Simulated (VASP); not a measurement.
# TmO4: single point with PBE

The system is TmO4.

```xyz
5
Lattice="3.9460 0.0000 0.0000 0.0000 3.9460 0.0000 0.0000 0.0000 3.9460" Properties=species:S:1:pos:R:3 pbc="T T T"
Tm    1.9730    1.9730    1.9730
O     0.0000    0.0000    0.0000
O     1.9730    1.9730    0.0000
O     1.9730    0.0000    1.9730
O     0.0000    1.9730    1.9730
```

```
Program                : VASP 6.6.1
Task                   : single point
Functional             : PBE
Potentials or basis    : VASP PAW PBE potentials, release 64 (Tm, O)
Cutoff                 : 520 eV
k mesh                 : 4 × 4 × 4
Occupations            : gaussian, width 0.1 eV
Spin                   : no spin polarisation
Dipole correction      : no
Further INCAR settings : ALGO = Normal; EDIFF = 1e-06; NBANDS = 32
```

| Quantity | Value |
| --- | --- |
| Pressure | 23.1 GPa |

Levels at points of the mesh, in eV from the Fermi level:
| k point | band 20 | band 21 | band 22 | band 23 | band 24 | band 25 | band 26 | band 27 | band 28 | band 29 |
| --- | --- | --- | --- | --- | --- | --- | --- | --- | --- | --- |
| (0.00, 0.00, 0.00) | 0.09 | 0.09 | 0.29 | 0.29 | 0.29 | 1.26 | 1.26 | 1.26 | 7.47 | 7.47 |
| (0.50, 0.00, 0.00) | -0.32 | -0.32 | -0.28 | -0.09 | -0.09 | 0.00 | 1.17 | 1.17 | 7.66 | 9.87 |
| (0.50, 0.50, 0.00) | -0.75 | -0.62 | -0.62 | -0.43 | -0.11 | 0.44 | 0.44 | 1.03 | 9.92 | 9.92 |
| (0.50, 0.50, 0.50) | -0.76 | -0.57 | -0.10 | -0.10 | -0.10 | 0.12 | 0.12 | 0.12 | 11.87 | 11.87 |

Run time: 42 s on 1 thread of Intel(R) Xeon(R) Platinum 8559C (Emerald Rapids), with other jobs on the host, peak memory 0.18 GiB.

Caveat: the k points lie up to 0.40 Å⁻¹ apart; spin-orbit coupling is left out, which moves the levels of the heavy elements; an odd number of electrons without spin polarisation forces a metal; a magnetic or distorted state may lie lower; the run has no spin polarisation, though such a crystal can be magnetic; without U or exact exchange the open f shell lies at the Fermi level, which spoils levels, moments and volumes. Spin polarisation is off, so any magnetic state and its effect on volume and gap are missing.
